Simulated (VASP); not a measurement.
A run of VASP 6.6.1:

The input INCAR:

```
SYSTEM = BaTiO3
PREC = Accurate ; ENCUT = 520
EDIFF = 1E-6 ; ISMEAR = -1
SIGMA = 0.05 ; LREAL = .FALSE.
LASPH = .TRUE. ; NELM = 80
ALGO = Normal ; ISIF = 2
LWAVE = .FALSE. ; LCHARG = .FALSE.
GGA = B5 ; ALDAX = 1.0
AGGAX = 1.0 ; AGGAC = 1.0
ALDAC = 0.0 ; NBANDS = 28
```

KPOINTS

```
Automatic mesh
0
G
  7 7 7
  0 0 0
```

Contents of POSCAR:

```
BaTiO3
1.0
    3.9750112731      0.0000000000      0.0000000000
    0.0000000000      3.9750112731      0.0000000000
    0.0000000000      0.0000000000      4.5345884763
Ba Ti O
1 1 3
Direct
    0.0000000000      0.0000000000     -0.0364954825
    0.5000000000      0.5000000000      0.4584469179
    0.0000000000      0.5000000000      0.5284175134
    0.5000000000      0.0000000000      0.5284175134
    0.5000000000      0.5000000000      0.0642135377
```

Potentials or basis: VASP PAW PBE potentials, release 64 (Ba_sv, Ti_sv, O).

The run is started by

```sh
$ cat potpaw_PBE.64/Ba_sv/POTCAR potpaw_PBE.64/Ti_sv/POTCAR potpaw_PBE.64/O/POTCAR > POTCAR
$ mpirun -np 1 vasp_std > vasp.out
```

Hardware: 1 thread of Intel(R) Xeon(R) Platinum 8488C (Sapphire Rapids) (shared host).

Estimate the wall time of this run.

It took 95 s on 1 thread of Intel(R) Xeon(R) Platinum 8488C (Sapphire Rapids) (shared host), peak memory 0.23 GiB. Counts: scf iterations 17, k points 40.
